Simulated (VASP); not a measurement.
Runs of VASP 6.6.1 on BN. The structure is that of space group P3m1 (No. 156), or close to it. The cells are those of the table. 

```csv
cell,gap on the mesh (eV),pressure (GPa),largest force (eV/Å)
"a = 2.564, b = 2.564, c = 13.311 Å, angles 90.0, 90.0, 60.0°, 12 atoms",2.03,-6.8,2.57
"a = 2.564, b = 2.564, c = 14.561 Å, angles 90.0, 90.0, 60.0°, 12 atoms",none,-4.2,3.78
"a = 2.564, b = 2.564, c = 18.561 Å, angles 90.0, 90.0, 60.0°, 12 atoms",none,(b),3.35
"a = 2.564, b = 2.564, c = 15.561 Å, angles 90.0, 90.0, 60.0°, 12 atoms",none,(c),3.30
"a = 2.564, b = 2.564, c = 13.561 Å, angles 90.0, 90.0, 60.0°, 12 atoms",1.18,-6.5,3.09
"a = 2.564, b = 2.564, c = 12.261 Å, angles 90.0, 90.0, 60.0°, 12 atoms",3.95,16.2,12.65
"a = 2.564, b = 2.564, c = 13.061 Å, angles 90.0, 90.0, 60.0°, 12 atoms",(a),-6.5,1.91
"a = 2.564, b = 2.564, c = 14.061 Å, angles 90.0, 90.0, 60.0°, 12 atoms",0.15,-5.3,3.75
"a = 2.564, b = 2.564, c = 17.061 Å, angles 90.0, 90.0, 60.0°, 12 atoms",none,-2.5,3.29
```

Alike in all rows: task single point; level PBE; potentials or basis VASP PAW PBE potentials, release 64 (B, N); no spin polarisation; k mesh 10 × 10 × 2; cutoff (eV) 520; smearing gaussian 0.05 eV.

Q: Fill in the values left out.

A: (a) 3.05; (b) -2.3; (c) -3.0.

Caveats: forces of over 1 eV/Å act on the atoms, so gaps and moduli don't describe the material at rest; the cell stands under tension (at least some runs); semilocal functionals underestimate gaps, and a narrow one can read as zero (at least some runs); the cell stands under pressure (at least some runs).

A k mesh can miss the band edges.

A gap of «none» marks levels without a gap at the run's occupations.
